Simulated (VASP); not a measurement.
# HfC (P6_3/mmc) in VASP: settings compared

The runs below take HfC through single point, with LDA, r2SCAN, PBE.

Program: VASP 6.6.1. These are calculated values, not measurements. Logs are shortened: lines on timing, memory, paths and dates and some standing lists are left out, and cuts for length are marked.

**1. The cell of the first run**

Symmetry: P6_3/mmc, No. 194, hexagonal system. The conventional cell has a = 3.475 Å, b = 3.475 Å, c = 5.409 Å, α = 90.00°, β = 90.00°, γ = 120.00°. Hf (site symmetry -6m2) has 6 C at 2.42 Å within 3.2 Å. Within 3.2 Å of C (site symmetry -3m) lie 6 Hf at 2.42 Å and 2 C at 2.70 Å.

**2. Single point, LDA**

The input, INCAR:

```
SYSTEM = HfC
PREC = Accurate
ENCUT = 600
EDIFF = 1E-6
ISMEAR = 0
SIGMA = 0.1
LREAL = .False.
LASPH = .True.
NELM = 120
ALGO = Normal
ISIF = 2
LWAVE = .False.
LCHARG = .False.
NBANDS = 22
GGA_COMPAT = .False.
```

The input, KPOINTS:

```
Automatic mesh
0
Gamma
  15 15 8
  0 0 0
```

The input, POSCAR:

```
HfC
1.0
    3.4754775494      0.0000000000      0.0000000000
   -1.7377387747      3.0098518481      0.0000000000
    0.0000000000      0.0000000000      5.4091056644
Hf C
2 2
Direct
    0.6666666667      0.3333333333      0.7500000000
    0.3333333333      0.6666666667      0.2500000000
    0.0000000000      0.0000000000      0.0000000000
    0.0000000000      0.0000000000      0.5000000000
```

Potentials or basis: VASP PAW LDA potentials, release 64 (Hf_pv, C).

Started as:

```bash
$ cat potpaw_LDA.64/Hf_pv/POTCAR potpaw_LDA.64/C/POTCAR > POTCAR
$ mpirun -np 1 vasp_std > vasp.out
```

OUTCAR:

```text
SYSTEM = HfC
   PREC = Accurate
   ENCUT = 600
   EDIFF = 1E-6
   ISMEAR = 0
   LREAL = .False.
   LASPH = .True.
   NELM = 120
   ISIF = 2

 ion  position               nearest neighbor table
   1  0.667  0.333  0.750-   3 2.42   4 2.42   3 2.42   4 2.42   3 2.42   4 2.42   2 3.37   2 3.37
                             2 3.37   2 3.37   2 3.37   2 3.37
   2  0.333  0.667  0.250-   3 2.42   4 2.42   3 2.42   4 2.42   3 2.42   4 2.42   1 3.37   1 3.37
                             1 3.37   1 3.37   1 3.37   1 3.37
   3  0.000  0.000  0.000-   1 2.42   2 2.42   1 2.42   2 2.42   1 2.42   2 2.42
   4  0.000  0.000  0.500-   1 2.42   2 2.42   1 2.42   2 2.42   1 2.42   2 2.42

  LATTYP: Found a hexagonal cell.
 ALAT       =     3.4754775494
 C/A-ratio  =     1.5563632875

  Lattice vectors:

 A1 = (   3.4754775494,   0.0000000000,   0.0000000000)
 A2 = (  -1.7377387747,   3.0098518481,   0.0000000000)
 A3 = (   0.0000000000,   0.0000000000,   5.4091056644)

Analysis of symmetry for initial positions (statically):
=====================================================================
 Subroutine PRICEL returns:
 Original cell was already a primitive cell.

 Routine SETGRP: Setting up the symmetry group for a
 hexagonal supercell.

 Subroutine GETGRP returns: Found 24 space group operations
 (whereof 12 operations were pure point group operations)
 out of a pool of 24 trial point group operations.

The static configuration has the point symmetry D_3d.
 The point group associated with its full space group is D_6h.

Analysis of symmetry for dynamics (positions and initial velocities):
=====================================================================
 Subroutine PRICEL returns:
 Original cell was already a primitive cell.

 Routine SETGRP: Setting up the symmetry group for a
 hexagonal supercell.

 Subroutine GETGRP returns: Found 24 space group operations
 (whereof 12 operations were pure point group operations)
 out of a pool of 24 trial point group operations.

The dynamic configuration has the point symmetry D_3d.
 The point group associated with its full space group is D_6h.

 Subroutine INISYM returns: Found 24 space group operations
 (whereof 12 operations are pure point group operations),
 and found     1 'primitive' translations

----------------------------------------------------------------------------------------

                                     Primitive cell

  volume of cell :      56.5829

  direct lattice vectors                    reciprocal lattice vectors
     3.475477549  0.000000000  0.000000000     0.287730243  0.166121133  0.000000000
    -1.737738775  3.009851848  0.000000000     0.000000000  0.332242267  0.000000000
     0.000000000  0.000000000  5.409105664     0.000000000  0.000000000  0.184873445

  length of vectors
     3.475477549  3.475477549  5.409105664     0.332242267  0.332242267  0.184873445

  position of ions in fractional coordinates (direct lattice)
     0.666666667  0.333333333  0.750000000
     0.333333333  0.666666667  0.250000000
     0.000000000  0.000000000  0.000000000
     0.000000000  0.000000000  0.500000000

  ion indices of the primitive-cell ions
   primitive index   ion index
                 1           1
                 2           2
                 3           3
                 4           4

----------------------------------------------------------------------------------------

 KPOINTS: Automatic mesh

Automatic generation of k-mesh.
 Grid dimensions read from file:
 generate k-points for:   15   15    8

 Generating k-lattice:

  Cartesian coordinates                     Fractional coordinates (reciprocal lattice)
     0.019182016  0.011074742  0.000000000     0.066666667  0.000000000  0.000000000
     0.000000000  0.022149484  0.000000000     0.000000000  0.066666667  0.000000000
     0.000000000  0.000000000  0.023109181     0.000000000  0.000000000  0.125000000

  Length of vectors
     0.022149484  0.022149484  0.023109181

  Shift w.r.t. Gamma in fractional coordinates (k-lattice)
     0.000000000  0.000000000  0.000000000

 Subroutine IBZKPT returns following result:
 ===========================================

 Found    135 irreducible k-points:

 Following reciprocal coordinates:
            Coordinates               Weight
  0.000000  0.000000  0.000000      1.000000
  0.066667  0.000000  0.000000      6.000000
  0.133333  0.000000  0.000000      6.000000
  0.200000 -0.000000  0.000000      6.000000
  0.266667  0.000000  0.000000      6.000000
  0.333333  0.000000  0.000000      6.000000
[... 16 lines left out ...]
  0.333333  0.200000  0.000000     12.000000
  0.400000  0.200000  0.000000      6.000000
 [... further k-points ...]
   k-points           NKPTS =    135   k-points in BZ     NKDIM =    135   number of bands    NBANDS=     22
   number of dos      NEDOS =    301   number of ions     NIONS =      4
   total plane-waves  NPLWV =  37632
   dimension x,y,z NGX =    28 NGY =   28 NGZ =   48
   dimension x,y,z NGXF=    56 NGYF=   56 NGZF=   96
   ions per type =               2   2
   NGX,Y,Z   is equivalent  to a cutoff of  13.39, 13.39, 14.75 a.u.
   NGXF,Y,Z  is equivalent  to a cutoff of  26.79, 26.79, 29.51 a.u.
 SYSTEM =  HfC
   PREC   = accura    normal or accurate (medium, high low for compatibility)
   ISTART =      0    job   : 0-new  1-cont  2-samecut
   ICHARG =      2    charge: 1-file 2-atom 10-const
   ISPIN  =      1    spin polarized calculation?
   LNONCOLLINEAR =      F non collinear calculations
   LSORBIT =      F    spin-orbit coupling
   LASPH  =      T    aspherical Exc in radial PAW
   ENCUT  =  600.0 eV  44.10 Ry    6.64 a.u.   6.94  6.94 10.80*2*pi/ulx,y,z
   NELM   =    120;   NELMIN=  2; NELMDL= -5     # of ELM steps
   EDIFF  = 0.1E-05   stopping-criterion for ELM
   LREAL  =      F    real-space projection
   EDIFFG = 0.1E-04   stopping-criterion for IOM
   NSW    =      0    number of steps for IOM
   IBRION =     -1    ionic relax: 0-MD 1-quasi-New 2-CG
   NFREE  =      0    steps in history (QN), initial steepest desc. (CG)
   ISIF   =      2    stress and relaxation
   ISYM   =      2    0-nonsym 1-usesym 2-fastsym
   POTIM  = 0.5000    time-step for ionic-motion
   TEBEG  =    0.0;   TEEND  =   0.0 temperature during run
   PSTRESS=    0.0 pullay stress
   NELECT =      28.0000    total number of electrons
   NUPDOWN=      -1.0000    fix difference up-down
   EMIN   =  10.00;   EMAX   =-10.00  energy-range for DOS
   EFERMI =   0.00;   METHOD = LEGACY
   ISMEAR =     0;   SIGMA  =   0.10  broadening in eV -4-tet -1-fermi 0-gaus
   EFERMI_NEDOS =   21; number of points for ismear=-14 and -15
   IALGO  =     38    algorithm
   IMIX   =      4    mixing-type and parameters
     AMIX     =   0.40;   BMIX     =  1.00
     AMIX_MAG =   1.60;   BMIX_MAG =  1.00
  volume/ion in A,a.u.               =      14.15        95.46
  Fermi-wavevector in a.u.,A,eV,Ry     =   1.294889  2.446985 22.813393  1.676737
  Thomas-Fermi vector in A             =   2.426443
   LORBIT       =      0    0 simple, 1 ext, 2 COOP (PROOUT), +10 PAW based schemes
   GGA     = CA    functional components
   LHFCALC =     F    Hartree Fock is set to
   AEXX    =    0.0000 exact exchange contribution
   IVDW    =     0    specifies the selected vdW correction
   LEPSILON=     F    determine dielectric tensor
   LRPA    =     F    only Hartree local field effects (RPA)
 non-spin polarized calculation
 Gauss-broadening in eV      SIGMA  =   0.10
  energy-cutoff  :      600.00
  volume of cell :       56.58
 maximum number of plane-waves:      1906
 NGX is ok and might be reduce to    28
   NGX = 13   NGY = 13   NGZ = 21

 number of electron      28.0000000 magnetization

 Free energy of the ion-electron system (eV)
  ---------------------------------------------------
  ext. energy  EPLUGINS =         0.00000000
  ---------------------------------------------------
  free energy    TOTEN  =       -44.06043664 eV

  energy without entropy =      -44.05766923  energy(sigma->0) =      -44.05905293

 E-fermi :   5.5241     XC(G=0): -11.9243

 val. band max:        5.5146989440   @ k =   0.3333   0.2667   0.1250
 cond. band min:       5.5619374971   @ k =   0.1333   0.0000   0.1250
 fundamental gap:      0.0472385531
 Fermi energy:         5.5240727351

 k-point     1 :       0.0000    0.0000    0.0000
  band No.  band energies     occupation
      1     -25.3378      2.00000
      2     -24.9641      2.00000
      3     -24.9641      2.00000
      4     -24.9011      2.00000
      5     -24.9011      2.00000
      6     -24.8521      2.00000
[... 14 lines left out ...]
     21       8.7458      0.00000
     22      12.4286      0.00000

 k-point     2 :       0.0667    0.0000    0.0000
  band No.  band energies     occupation
      1     -25.3310      2.00000
      2     -24.9772      2.00000
      3     -24.9692      2.00000
      4     -24.9138      2.00000
      5     -24.9018      2.00000
      6     -24.8548      2.00000
[... 14 lines left out ...]
     21       8.9756      0.00000
     22      12.2322      0.00000

 k-point     3 :       0.1333    0.0000    0.0000
  band No.  band energies     occupation
      1     -25.3113      2.00000
      2     -25.0147      2.00000
      3     -24.9830      2.00000
      4     -24.9490      2.00000
      5     -24.9045      2.00000
      6     -24.8630      2.00000
[... 14 lines left out ...]
     21       9.7752      0.00000
     22      11.7256      0.00000

 k-point     4 :       0.2000   -0.0000    0.0000
  band No.  band energies     occupation
      1     -25.2805      2.00000
      2     -25.0703      2.00000
      3     -25.0022      2.00000
      4     -24.9994      2.00000
      5     -24.9096      2.00000
      6     -24.8769      2.00000
[... 14 lines left out ...]
     21      10.6739      0.00000
     22      11.1008      0.00000

 k-point     5 :       0.2667    0.0000    0.0000
  band No.  band energies     occupation
      1     -25.2415      2.00000
      2     -25.1345      2.00000
      3     -25.0553      2.00000
      4     -25.0229      2.00000
      5     -24.9166      2.00000
      6     -24.8963      2.00000
[... 14 lines left out ...]
     21      11.0456      0.00000
     22      11.1953      0.00000

 k-point     6 :       0.3333    0.0000    0.0000
  band No.  band energies     occupation
      1     -25.1986      2.00000
      2     -25.1959      2.00000
      3     -25.1073      2.00000
      4     -25.0420      2.00000
      5     -24.9240      2.00000
      6     -24.9205      2.00000
[... 14 lines left out ...]
     21      10.8059      0.00000
     22      11.2901      0.00000

 k-point     7 :       0.4000   -0.0000    0.0000
  band No.  band energies     occupation
      1     -25.2436      2.00000
      2     -25.1580      2.00000
      3     -25.1472      2.00000
      4     -25.0564      2.00000
      5     -24.9465      2.00000
      6     -24.9301      2.00000
[... 324 lines left out ...]
      6     -24.9669      2.00000
[... 14 lines left out ...]
     21      10.8730      0.00000
     22      11.0472      0.00000

 k-point    21 :       0.2000    0.2000    0.0000
  band No.  band energies     occupation
      1     -25.1874      2.00000
      2     -25.1716      2.00000
      3     -25.1401      2.00000
      4     -25.0257      2.00000
      5     -24.9670      2.00000
      6     -24.9271      2.00000
[... 14 lines left out ...]
     21      10.6305      0.00000
     22      11.2806      0.00000

 k-point    22 :       0.2667    0.2000    0.0000
  band No.  band energies     occupation
      1     -25.2126      2.00000
      2     -25.1518      2.00000
      3     -25.1470      2.00000
      4     -25.0558      2.00000
      5     -24.9871      2.00000
      6     -24.9537      2.00000
[... 14 lines left out ...]
     21      11.1318      0.00000
     22      11.1458      0.00000

 k-point    23 :       0.3333    0.2000    0.0000
  band No.  band energies     occupation
      1     -25.2408      2.00000
      2     -25.1489      2.00000
      3     -25.1103      2.00000
      4     -25.0882      2.00000
      5     -24.9990      2.00000
      6     -24.9809      2.00000
[... 14 lines left out ...]
     21      11.3671      0.00000
     22      11.4774      0.00000

 k-point    24 :       0.4000    0.2000    0.0000
  band No.  band energies     occupation
      1     -25.2507      2.00000
      2     -25.1416      2.00000
      3     -25.1063      2.00000
      4     -25.0926      2.00000
      5     -25.0030      2.00000
      6     -24.9953      2.00000
[... 14 lines left out ...]
     21      11.5763      0.00000
     22      11.6668      0.00000

 [... further k-points ...]

------------------------ aborting loop because EDIFF is reached ----------------------------------------

  FORCE on cell =-STRESS in cart. coord.  units (eV):
  Direction    XX          YY          ZZ          XY          YZ          ZX
  --------------------------------------------------------------------------------------
  -------------------------------------------------------------------------------------
  Total      -11.5263504    -11.5263504    -10.5884866     -0.0000000      0.0000000     -0.0000000
  in kB     -326.3753334   -326.3753334   -299.8191730     -0.0000000      0.0000000     -0.0000000
  external PRESSURE =    -317.5232799 kB  Pullay stress =       0.0000000 kB

 VOLUME and BASIS-vectors are now :
 -----------------------------------------------------------------------------
  energy-cutoff  :      600.00
  volume of cell :       56.58
      direct lattice vectors                 reciprocal lattice vectors
     3.475477549  0.000000000  0.000000000     0.287730243  0.166121133  0.000000000
    -1.737738775  3.009851848  0.000000000     0.000000000  0.332242267  0.000000000
     0.000000000  0.000000000  5.409105664     0.000000000  0.000000000  0.184873445

 POSITION                                       TOTAL-FORCE (eV/Angst)
 -----------------------------------------------------------------------------------
      1.73774      1.00328      4.05683        -0.000000      0.000000      0.000000
     -0.00000      2.00657      1.35228         0.000000     -0.000000      0.000000
      0.00000      0.00000      0.00000         0.000000     -0.000000      0.000000
      0.00000      0.00000      2.70455         0.000000     -0.000000      0.000000
 -----------------------------------------------------------------------------------
    total drift:                               -0.000000      0.000000     -0.000000

  FREE ENERGIE OF THE ION-ELECTRON SYSTEM (eV)
  ---------------------------------------------------
  free  energy   TOTEN  =       -44.0604366387 eV

  energy  without entropy=      -44.0576692261  energy(sigma->0) =      -44.05905293
```

Run time: 2.8 min. Hardware: 1 thread of Intel Xeon 6975P-C, shared host; peak memory 0.3 GiB.

Results:

* Free energy: -44.0604 eV
* Pressure: -31.8 GPa
* Band gap on the k mesh: zero (band 14 reaches 6.30 eV, above the bottom of band 15 at 5.08 eV)

Caveat: spin-orbit coupling is left out, which moves the levels of the heavy elements.

(Part 1 of 2 ends here.)
